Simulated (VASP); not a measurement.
Si, 2 atoms in the cell. The structure is cubic, space group Fd-3m (No. 227). The conventional cell has a = 5.402 Å, b = 5.402 Å, c = 5.402 Å, α = 90.00°, β = 90.00°, γ = 90.00°. Si (site symmetry -43m) has 4 Si at 2.34 Å within 3.1 Å. 

- Program: VASP 6.6.1
- Task: vibrations by perturbation theory
- Functional: LDA
- Potentials or basis: VASP PAW LDA potentials, release 64 (Si)
- Cutoff: 520 eV
- k mesh: 12 × 12 × 12
- Occupations: gaussian, width 0.01 eV
- Spin: no spin polarisation
- Dipole correction: no
- Further INCAR settings: ALGO = Normal; EDIFF = 1e-08; IBRION = 8; NSW = 1

Potentials or basis: VASP PAW LDA potentials, release 64 (Si).

Command:

```console
$ cat potpaw_LDA.64/Si/POTCAR > POTCAR
$ mpirun -np 1 vasp_std > vasp.out
```

Hardware: 1 thread of Intel Xeon 8259CL, with other jobs on the host.

Estimate the wall time of this run.

It took 5.9 min on 1 thread of Intel Xeon 8259CL, on a shared host, peak memory 0.3 GiB. Counts: scf iterations 113, k points 72.
